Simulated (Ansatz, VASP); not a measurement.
One calculation of Hf, two programs

INCAR

```
ALGO     = Fast           # electronic algorithm
EDIFF    = 1E-6           # SCF threshold, eV
EDIFFG   = -0.005         # ionic threshold
ENCUT    = 600            # plane-wave cutoff, eV
IBRION   = 2              # ionic algorithm
ISIF     = 3              # what is computed and relaxed
ISMEAR   = 0              # smearing method
LASPH    = True           # aspherical terms in the spheres
LCHARG   = False          # write CHGCAR
LREAL    = False          # projectors in reciprocal space
LWAVE    = False          # write WAVECAR
NELM     = 80             # most SCF steps
NSW      = 100            # ionic steps
PREC     = Accurate       # precision mode
SIGMA    = 0.1            # smearing width, eV
```

File KPOINTS:

```
k-points
0
Gamma
  18 18 8
```

POSCAR

```
Hf
1.0
    3.1923846300      0.0000000000      0.0000000000
   -1.5961923200      2.7646861900      0.0000000000
    0.0000000000      0.0000000000      5.0450416400
Hf
2
Direct
    0.3333333300      0.6666666700      0.2500000000
    0.6666666700      0.3333333300      0.7500000000
```

Input for Ansatz:

```yaml
crystal:
  lattice:
    - [3.19238463, 0.0, 0.0]
    - [-1.59619232, 2.76468619, 0.0]
    - [0.0, 0.0, 5.04504164]
  atoms:
    - { symbol: Hf, position: [0.33333333, 0.66666667, 0.25] }
    - { symbol: Hf, position: [0.66666667, 0.33333333, 0.75] }
basis:
  ecutwfc: 420
kpoints:
  mp_grid: { grid: [18, 18, 8] }
hamiltonian:
  xc: lda
scf:
  occupations: { method: gaussian, width: 0.1 }
output:
  forces: true
  stress: true
  eigenvalues: true
  write_density: true
  write_potential: true
  elf: true
  volumetric_format: npy
relax:
  adjacent_minimum: "off"
  f_tol: 0.005
  max_steps: 80
  cell: { stress_tol: 0.05 }
```

Alike in both runs: task relaxation of cell and atoms; functional LDA; k mesh 18 × 18 × 8; occupations gaussian, width 0.1 eV; no spin polarisation.

```csv
,VASP,Ansatz
version,VASP 6.6.1,Ansatz 0.2.0
potentials or method,"VASP PAW LDA potentials, release 64 (Hf_pv), cutoff 600 eV","scalar-relativistic, plane waves, PAW"
valence electrons in the cell,20,52
```

|  | VASP | Ansatz | Ansatz less VASP |
| --- | --- | --- | --- |
| gap on the k mesh at the Fermi level, each at its own relaxed structure (eV) | none | none | - |
| relaxed volume (Å³/atom) | 20.83 | 20.82 | -0.008 |
| relaxed cell length with the largest relative difference (Å) | 3.120 | 3.120 | -0.0007 |

LDA's correlation is that of Perdew and Zunger in VASP and of Perdew and Wang (1992) in Ansatz. A gap of «none» marks a metal or a gap that the smearing closes. VASP's potentials hold 20 valence electrons a cell and Ansatz's 52, so a difference there can come from the potentials and not from the codes.

Spin-orbit coupling is off throughout.
